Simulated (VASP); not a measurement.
Wanted: the native input for a VASP 6.6.1 run.

* Task: single point
* Functional: PBE
* Potentials or basis: VASP PAW PBE potentials, release 64 (Ta_pv, Tl_d)
* Cutoff: 520 eV
* k mesh: 6 × 6 × 6
* Occupations: gaussian, width 0.1 eV
* Spin: no spin polarisation
* Dipole correction: no
* Further INCAR settings: ALGO = Fast; EDIFF = 1e-06; NBANDS = 19

The structure of TaTl lies in POSCAR:

```
TaTl
1.0
    0.0000000000      2.8536917149      2.8536917149
    2.8536917149      0.0000000000      2.8536917149
    2.8536917149      2.8536917149      0.0000000000
Ta Tl
1 1
Direct
    0.0000000000      0.0000000000      0.0000000000
    0.5000000000      0.5000000000      0.5000000000
```

The input as run:

INCAR

```
SYSTEM = TaTl
PREC = Accurate
ENCUT = 520
EDIFF = 1E-6
ISMEAR = 0
SIGMA = 0.1
LREAL = .False.
LASPH = .True.
NELM = 80
ALGO = Fast
ISIF = 2
LWAVE = .False.
LCHARG = .False.
GGA = PE
NBANDS = 19
```

KPOINTS

```
regular mesh
0
Gamma
  6 6 6
  0 0 0
```

Potentials or basis: VASP PAW PBE potentials, release 64 (Ta_pv, Tl_d).

Launch:

```bash
$ cat potpaw_PBE.64/Ta_pv/POTCAR potpaw_PBE.64/Tl_d/POTCAR > POTCAR
$ mpirun -np 1 vasp_std > vasp.out
```

It gave:

```json
{
 "Pressure": "-1.4 GPa",
 "Band gap on the k mesh": "zero (band 12 reaches 7.69 eV, above the bottom of band 13 at 6.35 eV)"
}
```

Caveat: spin-orbit coupling is left out, which moves the levels of the heavy elements.

It took 26 s on 1 thread of Intel(R) Xeon(R) Platinum 8375C CPU @ 2.90GHz (Ice Lake) (shared host), peak memory 0.17 GiB.
